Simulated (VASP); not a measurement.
# TeP2 (P6mm) in VASP: notebook

The runs below take TeP2 through relaxation of cell and atoms, single point, with PBE.

Everything below comes from runs of VASP 6.6.1. Logs are shortened: lines on timing, memory, paths and dates and some standing lists are left out, and cuts for length are marked.

### 1 The cell of the first run

It takes space group P6mm (No. 183, hexagonal). The conventional cell has a = 6.795 Å, b = 6.795 Å, c = 3.265 Å, α = 90.00°, β = 90.00°, γ = 120.00°. Within 4.3 Å of Te (site symmetry 6mm) lie 2 Te at 3.26 Å and 6 P at 4.11 Å. Within 4.3 Å of P (site symmetry 3m) lie 5 P at 3.26 to 3.92 Å and 3 Te at 4.11 Å.

### 2 Relaxation of cell and atoms, PBE

Contents of INCAR:

```
SYSTEM = TeP2
  ALGO = Normal
  EDIFF = 1E-6
  EDIFFG = -0.04
  ENCUT = 600
  GGA = PE
  IBRION = 2
  ISIF = 3
  ISMEAR = 0
  LASPH = .True.
  LCHARG = .False.
  LREAL = .False.
  LWAVE = .False.
  NELM = 100
  NSW = 90
  PREC = Accurate
  SIGMA = 0.1
```

Contents of KPOINTS:

```
k-points
0
Gamma
  3 3 6
  0 0 0
```

Contents of POSCAR:

```
TeP2
1.0
    6.7945640000      0.0000000000      0.0000000000
   -3.3972820000      5.8842650300      0.0000000000
    0.0000000000      0.0000000000      3.2645805400
Te P
1 2
Direct
    0.0000000000      0.0000000000      0.7087425200
    0.3333333300      0.6666666700      0.3324389600
    0.6666666700      0.3333333300      0.3324389600
```

Potentials or basis: VASP PAW PBE potentials, release 64 (Te, P).

Run with:

```bash
$ cat potpaw_PBE.64/Te/POTCAR potpaw_PBE.64/P/POTCAR > POTCAR
$ mpirun -np 1 vasp_std > vasp.out
```

OUTCAR:

```text
SYSTEM = TeP2
   EDIFF = 1E-6
   EDIFFG = -0.04
   ENCUT = 600
   GGA = PE
   IBRION = 2
   ISIF = 3
   ISMEAR = 0
   LASPH = .True.
   LREAL = .False.
   NELM = 100
   NSW = 90
   PREC = Accurate

 ion  position               nearest neighbor table
   1  0.000  0.000  0.709-
   2  0.333  0.667  0.332-
   3  0.667  0.333  0.332-

  LATTYP: Found a hexagonal cell.
 ALAT       =     6.7945640000
 C/A-ratio  =     0.4804694665

  Lattice vectors:

 A1 = (   6.7945640000,   0.0000000000,   0.0000000000)
 A2 = (  -3.3972820000,   5.8842650300,   0.0000000000)
 A3 = (   0.0000000000,   0.0000000000,   3.2645805400)

Analysis of symmetry for initial positions (statically):
=====================================================================
 Subroutine PRICEL returns:
 Original cell was already a primitive cell.

 Routine SETGRP: Setting up the symmetry group for a
 hexagonal supercell.

 Subroutine GETGRP returns: Found 12 space group operations
 (whereof 12 operations were pure point group operations)
 out of a pool of 24 trial point group operations.

The static configuration has the point symmetry C_6v.

Analysis of symmetry for dynamics (positions and initial velocities):
=====================================================================
 Subroutine PRICEL returns:
 Original cell was already a primitive cell.

 Routine SETGRP: Setting up the symmetry group for a
 hexagonal supercell.

 Subroutine GETGRP returns: Found 12 space group operations
 (whereof 12 operations were pure point group operations)
 out of a pool of 24 trial point group operations.

The dynamic configuration has the point symmetry C_6v.

 Subroutine INISYM returns: Found 12 space group operations
 (whereof 12 operations are pure point group operations),
 and found     1 'primitive' translations

----------------------------------------------------------------------------------------

                                     Primitive cell

  volume of cell :     130.5212

  direct lattice vectors                    reciprocal lattice vectors
     6.794564000  0.000000000  0.000000000     0.147176478  0.084972379  0.000000000
    -3.397282000  5.884265030  0.000000000     0.000000000  0.169944759  0.000000000
     0.000000000  0.000000000  3.264580540     0.000000000  0.000000000  0.306318067

  length of vectors
     6.794564000  6.794563999  3.264580540     0.169944759  0.169944759  0.306318067

  position of ions in fractional coordinates (direct lattice)
     0.000000000  0.000000000  0.708742520
     0.333333330  0.666666670  0.332438960
     0.666666670  0.333333330  0.332438960

  ion indices of the primitive-cell ions
   primitive index   ion index
                 1           1
                 2           2
                 3           3

----------------------------------------------------------------------------------------

 KPOINTS: k-points

Automatic generation of k-mesh.
 Grid dimensions read from file:
 generate k-points for:    3    3    6

 Generating k-lattice:

  Cartesian coordinates                     Fractional coordinates (reciprocal lattice)
     0.049058826  0.028324126  0.000000000     0.333333333  0.000000000  0.000000000
     0.000000000  0.056648253  0.000000000     0.000000000  0.333333333  0.000000000
     0.000000000  0.000000000  0.051053011     0.000000000  0.000000000  0.166666667

  Length of vectors
     0.056648253  0.056648253  0.051053011

  Shift w.r.t. Gamma in fractional coordinates (k-lattice)
     0.000000000  0.000000000  0.000000000

 Subroutine IBZKPT returns following result:
 ===========================================

 Found     12 irreducible k-points:

 Following reciprocal coordinates:
            Coordinates               Weight
  0.000000  0.000000  0.000000      1.000000
  0.333333  0.000000  0.000000      6.000000
  0.333333  0.333333  0.000000      2.000000
  0.000000  0.000000  0.166667      2.000000
  0.333333  0.000000  0.166667     12.000000
  0.333333  0.333333  0.166667      4.000000
  0.000000  0.000000  0.333333      2.000000
  0.333333  0.000000  0.333333     12.000000
  0.333333  0.333333  0.333333      4.000000
  0.000000  0.000000  0.500000      1.000000
  0.333333  0.000000  0.500000      6.000000
  0.333333  0.333333  0.500000      2.000000
   k-points           NKPTS =     12   k-points in BZ     NKDIM =     12   number of bands    NBANDS=     12
   number of dos      NEDOS =    301   number of ions     NIONS =      3
   total plane-waves  NPLWV =  81648
   dimension x,y,z NGX =    54 NGY =   54 NGZ =   28
   dimension x,y,z NGXF=   108 NGYF=  108 NGZF=   56
   ions per type =               1   2
   NGX,Y,Z   is equivalent  to a cutoff of  13.21, 13.21, 14.26 a.u.
   NGXF,Y,Z  is equivalent  to a cutoff of  26.42, 26.42, 28.52 a.u.
 SYSTEM =  TeP2
   PREC   = accura    normal or accurate (medium, high low for compatibility)
   ISTART =      0    job   : 0-new  1-cont  2-samecut
   ICHARG =      2    charge: 1-file 2-atom 10-const
   ISPIN  =      1    spin polarized calculation?
   LNONCOLLINEAR =      F non collinear calculations
   LSORBIT =      F    spin-orbit coupling
   LASPH  =      T    aspherical Exc in radial PAW
   ENCUT  =  600.0 eV  44.10 Ry    6.64 a.u.  13.57 13.57  6.52*2*pi/ulx,y,z
   NELM   =    100;   NELMIN=  2; NELMDL= -5     # of ELM steps
   EDIFF  = 0.1E-05   stopping-criterion for ELM
   LREAL  =      F    real-space projection
   EDIFFG = -.4E-01   stopping-criterion for IOM
   NSW    =     90    number of steps for IOM
   IBRION =      2    ionic relax: 0-MD 1-quasi-New 2-CG
   NFREE  =      1    steps in history (QN), initial steepest desc. (CG)
   ISIF   =      3    stress and relaxation
   ISYM   =      2    0-nonsym 1-usesym 2-fastsym
   POTIM  = 0.5000    time-step for ionic-motion
   TEBEG  =    0.0;   TEEND  =   0.0 temperature during run
   PSTRESS=    0.0 pullay stress
   NELECT =      16.0000    total number of electrons
   NUPDOWN=      -1.0000    fix difference up-down
   EMIN   =  10.00;   EMAX   =-10.00  energy-range for DOS
   EFERMI =   0.00;   METHOD = LEGACY
   ISMEAR =     0;   SIGMA  =   0.10  broadening in eV -4-tet -1-fermi 0-gaus
   EFERMI_NEDOS =   21; number of points for ismear=-14 and -15
   IALGO  =     38    algorithm
   IMIX   =      4    mixing-type and parameters
     AMIX     =   0.40;   BMIX     =  1.00
     AMIX_MAG =   1.60;   BMIX_MAG =  1.00
  volume/ion in A,a.u.               =      43.51       293.60
  Fermi-wavevector in a.u.,A,eV,Ry     =   0.813244  1.536809  8.998437  0.661366
  Thomas-Fermi vector in A             =   1.922934
   LORBIT       =      0    0 simple, 1 ext, 2 COOP (PROOUT), +10 PAW based schemes
   GGA     = PE    functional components
   LHFCALC =     F    Hartree Fock is set to
   AEXX    =    0.0000 exact exchange contribution
   IVDW    =     0    specifies the selected vdW correction
   LEPSILON=     F    determine dielectric tensor
   LRPA    =     F    only Hartree local field effects (RPA)
 conjugate gradient relaxation of ions
 non-spin polarized calculation
 Gauss-broadening in eV      SIGMA  =   0.10
  energy-cutoff  :      600.00
  volume of cell :      130.52
 maximum number of plane-waves:      4380
 NGX is ok and might be reduce to    54
   NGX = 27   NGY = 27   NGZ = 13

--------------------------------------- Ionic step        1  -------------------------------------------

 number of electron      16.0000002 magnetization

 Free energy of the ion-electron system (eV)
  ---------------------------------------------------
  ext. energy  EPLUGINS =         0.00000000
  ---------------------------------------------------
  free energy    TOTEN  =        -7.19103973 eV

  energy without entropy =       -7.16291458  energy(sigma->0) =       -7.17697715

------------------------ aborting loop because EDIFF is reached ----------------------------------------

  FORCE on cell =-STRESS in cart. coord.  units (eV):
  Direction    XX          YY          ZZ          XY          YZ          ZX
  --------------------------------------------------------------------------------------
  -------------------------------------------------------------------------------------
  Total       -5.5022452     -5.5022452    -11.9002150      0.0000000     -0.0000000      0.0000000
  in kB      -67.5412848    -67.5412848   -146.0777875      0.0000000     -0.0000000      0.0000000
  external PRESSURE =     -93.7201190 kB  Pullay stress =       0.0000000 kB
[... 644 lines left out ...]
 k-point    12 :       0.3333    0.3333    0.5000
  band No.  band energies     occupation
      1      -0.0187      2.00000
      2       0.7845      2.00000
      3       0.7845      2.00000
      4       4.0670      2.00000
      5       5.8263      2.00000
      6       5.8263      2.00000
      7      10.7175      2.00000
      8      11.1184      2.00000
      9      11.1184      2.00000
     10      15.2308      0.00000
     11      15.2308      0.00000
     12      17.4807      0.00000

[... ionic steps 4 to 26 ...]

--------------------------------------- Ionic step       27  -------------------------------------------

 number of electron      16.0000000 magnetization

------------------------ aborting loop because EDIFF is reached ----------------------------------------

  FORCE on cell =-STRESS in cart. coord.  units (eV):
  Direction    XX          YY          ZZ          XY          YZ          ZX
  --------------------------------------------------------------------------------------
  -------------------------------------------------------------------------------------
  Total       -0.4398261     -0.4398261     -0.3896081      0.0000000      0.0000000      0.0000000
  in kB      -11.4364767    -11.4364767    -10.1306956      0.0000000      0.0000000      0.0000000
  external PRESSURE =     -11.0012163 kB  Pullay stress =       0.0000000 kB
[... 59 lines left out ...]
  energy  without entropy=      -11.9256283145  energy(sigma->0) =      -11.93213367

--------------------------------------- Ionic step       29  -------------------------------------------

 number of electron      16.0000000 magnetization

 Free energy of the ion-electron system (eV)
  ---------------------------------------------------
  ext. energy  EPLUGINS =         0.00000000
  ---------------------------------------------------
  free energy    TOTEN  =       -11.94697401 eV

  energy without entropy =      -11.93390470  energy(sigma->0) =      -11.94043936

 E-fermi :   8.2085     XC(G=0): -10.5057

 val. band max:        8.1954032574   @ k =   0.3333   0.0000   0.1667
 cond. band min:       8.3544363575   @ k =   0.3333   0.0000   0.5000
 fundamental gap:      0.1590331001
 Fermi energy:         8.2085179074

 k-point     1 :       0.0000    0.0000    0.0000
  band No.  band energies     occupation
      1      -6.9654      2.00000
      2      -1.7193      2.00000
      3      -0.7877      2.00000
      4       2.6490      2.00000
      5       2.6490      2.00000
      6       3.6273      2.00000
      7       3.6273      2.00000
      8      10.0481      0.00000
      9      12.9693      0.00000
     10      12.9693      0.00000
     11      13.0315      0.00000
     12      14.0593      0.00000
[... 193 lines left out ...]
  FREE ENERGIE OF THE ION-ELECTRON SYSTEM (eV)
  ---------------------------------------------------
  free  energy   TOTEN  =       -11.9469740150 eV

  energy  without entropy=      -11.9339047037  energy(sigma->0) =      -11.94043936

 reached required accuracy - stopping structural energy minimisation
```

It took 4 min on 1 thread of Intel Xeon Platinum 8559C (Emerald Rapids), shared host; peak memory 0.28 GiB.

Results:

* Free energy: -11.9470 eV
* Relaxed volume: 20.28 Å³/atom
* Relaxed cell: a = 4.957 Å, b = 4.957 Å, c = 2.859 Å, α = 90.00°, β = 90.00°, γ = 120.00°
* Space group after relaxing (to 0.05 Å): P6/mmm (No. 191)
* Energy gained by relaxing: 1585.3 meV/atom
* Ionic steps: 29
* Pressure after relaxing: -0.1 GPa
* Largest force after relaxing: 0.010 eV/Å
* Band gap on the k mesh: zero (band 8 reaches 10.41 eV, above the bottom of band 9 at 5.44 eV)

Forces on the atoms (eV/Å):
```
Te   0.000  0.000  0.010
P    0.000  0.000 -0.005
P    0.000  0.000 -0.005
```

Step by step:
| step | energy change (eV) | largest force (eV/Å) | pressure (GPa) | volume (Å³) |
| --- | --- | --- | --- | --- |
| 1 | 0.0000 | 0.5678 | -9.37 | 130.52 |
| 2 | -2.8723 | 0.4177 | -5.66 | 87.69 |
| 3 | -2.9928 | 0.3812 | -0.80 | 80.86 |
| 4 | -2.9971 | 0.3807 | -1.64 | 81.79 |
| 5 | -3.3350 | 0.7783 | -3.51 | 76.74 |
| 6 | -4.3183 | 0.4016 | -2.72 | 61.76 |
| 7 | 7.2087 | 12.1180 | 187.18 | 34.15 |
| 8 | -4.4283 | 0.3437 | -1.32 | 60.07 |
| 9 | -3.1706 | 1.4714 | 35.64 | 46.61 |
| 10 | -4.5510 | 0.2414 | 1.49 | 57.56 |
| 11 | -4.5533 | 0.0861 | 5.61 | 55.18 |
| 12 | -4.5705 | 0.1626 | 3.58 | 56.23 |
| 13 | -4.5546 | 0.0503 | -1.31 | 60.24 |
| 14 | -4.5962 | 0.1098 | 0.98 | 58.02 |
| 15 | -4.5986 | 0.1315 | 1.26 | 57.77 |
| 16 | -4.5985 | 0.1562 | 2.30 | 57.00 |
| 17 | -4.6007 | 0.1476 | 1.64 | 57.48 |
| 18 | -4.6010 | 0.1530 | 1.89 | 57.29 |
| 19 | -4.5959 | 0.2817 | -2.45 | 60.36 |
| 20 | -4.6110 | 0.2155 | -0.19 | 58.64 |
| 21 | -4.6160 | 0.2091 | -0.17 | 58.73 |
| 22 | -4.6302 | 0.1962 | -0.09 | 59.00 |
| 23 | -4.6567 | 0.1915 | 0.03 | 59.53 |
| 24 | -4.7190 | 0.2270 | -0.04 | 60.61 |
| 25 | -4.6870 | 0.3182 | -2.85 | 62.78 |
| 26 | -4.7515 | 0.0755 | -0.79 | 61.38 |
| 27 | -4.7530 | 0.0132 | -1.10 | 61.62 |
| 28 | -4.7476 | 0.0449 | 1.86 | 59.52 |
| 29 | -4.7559 | 0.0095 | -0.05 | 60.83 |

Final structure:
```
CELL_PARAMETERS angstrom
4.95654 0.00000 0.00000
-2.47827 4.29249 0.00000
0.00000 0.00000 2.85903
ATOMIC_POSITIONS crystal
Te 0.00000 0.00000 0.45555
P 0.33333 0.66667 0.45904
P 0.66667 0.33333 0.45904
```

Caveat: the volume moved by over 15 % at a fixed basis, so the end points are rough; spin-orbit coupling is left out, which moves the levels of the heavy elements.

(Continued in part 2 of 2.)
